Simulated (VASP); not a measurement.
Set up this calculation in VASP 6.6.1, as the native input.

| Property | Result |
| --- | --- |
| Task | single point |
| Functional | LDA |
| Potentials or basis | VASP PAW LDA potentials, release 64 (Ru_pv) |
| Cutoff | 520 eV |
| k mesh | 22 × 22 × 22 |
| Occupations | gaussian, width 0.15 eV |
| Spin | no spin polarisation |
| Dipole correction | no |
| Further INCAR settings | ALGO = Fast; EDIFF = 1e-06; NBANDS = 13 |

The structure of Ru lies in POSCAR:

```
Ru
1.0
    0.0000000000      1.9150000000      1.9724500000
    1.9150000000      0.0000000000      1.9724500000
    1.9150000000      1.9150000000      0.0000000000
Ru
1
Direct
    0.0000000000      0.0000000000      0.0000000000
```

This cell differs from its parent crystal: strain +0.000 along x and y, +0.030 along z.

The input as run:

INCAR

```
PREC = Accurate ; ENCUT = 520
EDIFF = 1E-6 ; ISMEAR = 0
SIGMA = 0.15 ; LREAL = F
LASPH = T ; NELM = 60
ALGO = Fast ; ISIF = 2
LWAVE = F ; LCHARG = F
GGA = CA ; NBANDS = 13
```

KPOINTS

```
regular mesh
0
Gamma
  22 22 22
```

Potentials or basis: VASP PAW LDA potentials, release 64 (Ru_pv).

Command:

```console
$ cat potpaw_LDA.64/Ru_pv/POTCAR > POTCAR
$ mpirun -np 1 vasp_std > vasp.out
```

Results of the run:

```yaml
Pressure: -26.9 GPa
Band_gap_on_the_k_mesh: zero (band 7 reaches 13.50 eV, above the bottom of band 8 at 10.15 eV)
```

Caveat: the cell differs from its parent crystal (strain +0.000 along x and y, +0.030 along z).

It took 46 s on 1 thread of Intel(R) Xeon(R) 6975P-C (Granite Rapids), on a shared host, peak memory 0.24 GiB.
